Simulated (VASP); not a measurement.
Write the native input for VASP 6.6.1 that does the following.

| Property | Result |
| --- | --- |
| Task | relaxation of cell and atoms |
| Functional | PBE |
| Potentials or basis | VASP PAW PBE potentials, release 64 (Te) |
| Cutoff | 500 eV |
| k mesh | 12 × 12 × 18 |
| Occupations | gaussian, width 0.1 eV |
| Spin | no spin polarisation |
| Dipole correction | no |
| Further INCAR settings | ALGO = Normal; EDIFF = 1e-07; IBRION = 2; EDIFFG = -0.01; NSW = 100; ISIF = 3 |

The structure of Te lies in POSCAR:

```
Te
1.0
    5.5331136704      0.0000000000      0.0000000000
   -2.7665568352      4.7918170005      0.0000000000
    0.0000000000      0.0000000000      3.0629737038
Te
2
Direct
    0.3333333333      0.6666666667      0.0000000000
    0.6666666667      0.3333333333      0.0000000000
```

This isn't the form of Te at room conditions, which is trigonal, of chains.

These files were run (other wordings do the same):

INCAR

```
SYSTEM = Te
ALGO = Normal ; EDIFF = 1E-7
EDIFFG = -0.01 ; ENCUT = 500
GGA = PE ; GGA_COMPAT = .False.
IBRION = 2 ; ISIF = 3
ISMEAR = 0 ; LASPH = .True.
LCHARG = .False. ; LREAL = .False.
LWAVE = .False. ; NELM = 120
NELMIN = 4 ; NSW = 100
PREC = Accurate ; SIGMA = 0.1
```

KPOINTS

```
k-points
0
Gamma
  12 12 18
  0 0 0
```

Potentials or basis: VASP PAW PBE potentials, release 64 (Te).

Run with:

```sh
$ cat potpaw_PBE.64/Te/POTCAR > POTCAR
$ mpirun -np 1 vasp_std > vasp.out
```

It gave:

* Relaxed volume: 40.84 Å³/atom
* Relaxed cell: a = 5.566 Å, b = 5.566 Å, c = 3.044 Å, α = 90.00°, β = 90.00°, γ = 120.00°
* Space group after relaxing (to 0.1 Å): P6/mmm (No. 191)
* Energy gained by relaxing: 0.5 meV/atom
* Ionic steps: 4
* Pressure after relaxing: 0.0 GPa
* Band gap on the k mesh: zero (bands 6 and 7 overlap by 2.51 eV)

Caveat: spin-orbit coupling is left out, which moves the levels of the heavy elements.

Wall time 3.3 min on 1 thread of Intel(R) Xeon(R) Platinum 8375C CPU @ 2.90GHz (Ice Lake) (shared host), peak memory 0.29 GiB.
